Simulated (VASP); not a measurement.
A run of VASP 6.6.1:

The input INCAR:

```
PREC = Accurate
ENCUT = 520
EDIFF = 1E-7
ISMEAR = 0
SIGMA = 0.05
LREAL = F
LASPH = T
NELM = 60
ALGO = Fast
ISIF = 2
LWAVE = F
LCHARG = T
GGA = PE
LELF = T
LVHAR = T
NBANDS = 20
```

Contents of KPOINTS:

```
regular mesh
0
Gamma
  14 10 14
```

POSCAR

```
Ga
1.0
   -2.7660000000      0.0000000000      0.0000000000
   -0.1174474948      0.0000000000      3.3299294416
   -1.3830000000      4.0265000000      0.0000000000
Ga
2
Direct
    0.8690000000      0.2500000000      0.2620000000
    0.1310000000      0.7500000000      0.7380000000
```

Potentials or basis: VASP PAW PBE potentials, release 64 (Ga_d).

The run is started by

```bash
$ cat potpaw_PBE.64/Ga_d/POTCAR > POTCAR
$ mpirun -np 1 vasp_std > vasp.out
```

Hardware: 1 thread of AMD EPYC 9R45 96-Core Processor (Zen 5), with other jobs on the host.

Q: Estimate the wall time of this run.

A: It took 3.3 min on 1 thread of AMD EPYC 9R45 96-Core Processor (Zen 5), with other jobs on the host, peak memory 0.37 GiB. Counts: scf iterations 13, k points 534.
